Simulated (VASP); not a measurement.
A run of VASP 6.6.1 is set up as follows.

The input INCAR:

```
ALGO = Normal ; EDIFF = 1E-6
EDIFFG = -0.01 ; ENCUT = 600
GGA = PS ; IBRION = 2
ISIF = 3 ; ISMEAR = 0
LASPH = T ; LCHARG = F
LREAL = F ; LWAVE = F
NELM = 60 ; NSW = 80
PREC = Accurate ; SIGMA = 0.05
```

File KPOINTS:

```
k-points
0
Gamma
  13 13 13
```

Contents of POSCAR:

```
Ca
1.0
    0.0000000000      2.7942000000      2.7942000000
    2.7942000000      0.0000000000      2.7942000000
    2.7942000000      2.7942000000      0.0000000000
Ca
1
Direct
    0.0000000000      0.0000000000      0.0000000000
```

Potentials or basis: VASP PAW PBE potentials, release 64 (Ca_sv).

The run is started by

```console
$ cat potpaw_PBE.64/Ca_sv/POTCAR > POTCAR
$ mpirun -np 1 vasp_std > vasp.out
```

Question: Predict the band gap on the k mesh.

Answer: Zero (bands 5 and 6 overlap by 0.20 eV).

Question: What does it give for the relaxed volume?

Answer: 40.61 Å³/atom.

Question: Predict the space group after relaxing (to 0.1 Å).

Answer: Fm-3m (No. 225).

The path:
```
step  energy change (eV)  largest force (eV/Å)  pressure (GPa)  volume (Å³)
   1              0.0000                0.0000           -1.15        43.63
   2             -0.0097                0.0000           -0.43        41.68
   3             -0.0111                0.0000            0.02        40.61
```

Caveat: the PAW data sets were made with another functional, which shifts forces and pressure a little.
